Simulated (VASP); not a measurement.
Input of a VASP 6.6.1 run:

Contents of INCAR:

```
  PREC = Accurate
  ENCUT = 520
  EDIFF = 1E-6
  ISMEAR = -1
  SIGMA = 0.1
  LREAL = F
  LASPH = T
  NELM = 100
  ALGO = Normal
  ISIF = 2
  LWAVE = F
  LCHARG = F
  GGA = B5
  ALDAX = 1.0
  AGGAX = 1.0
  AGGAC = 1.0
  ALDAC = 0.0
  NBANDS = 30
```

File KPOINTS:

```
regular mesh
0
Gamma
  14 14 4
```

Contents of POSCAR:

```
Au
1.0
    2.9822078972      0.0000000000      0.0000000000
   -1.4911039486      2.5826677984      0.0000000000
    0.0000000000      0.0000000000     10.1166488350
Au
4
Direct
    0.0000000000      0.0000000000      1.0000000000
    0.0000000000      0.0000000000      0.5000000000
    0.3333333333      0.6666666667      0.2500000000
    0.6666666667      0.3333333333      0.7500000000
```

Potentials or basis: VASP PAW PBE potentials, release 64 (Au).

Launch:

```console
$ cat potpaw_PBE.64/Au/POTCAR > POTCAR
$ mpirun -np 1 vasp_std > vasp.out
```

**Question.** What does it give for the band gap on the k mesh?

**Answer.** Zero (band 22 reaches 10.25 eV, above the bottom of band 23 at 5.75 eV).

**Question.** Predict the pressure.

**Answer.** 0.6 GPa.

Stress tensor (GPa, compression positive):
```
0.71 0.00 0.00
0.00 0.71 0.00
0.00 0.00 0.24
```

Caveat: the PAW data sets were made with another functional, which shifts forces and pressure a little; spin-orbit coupling is left out, which moves the levels of the heavy elements.
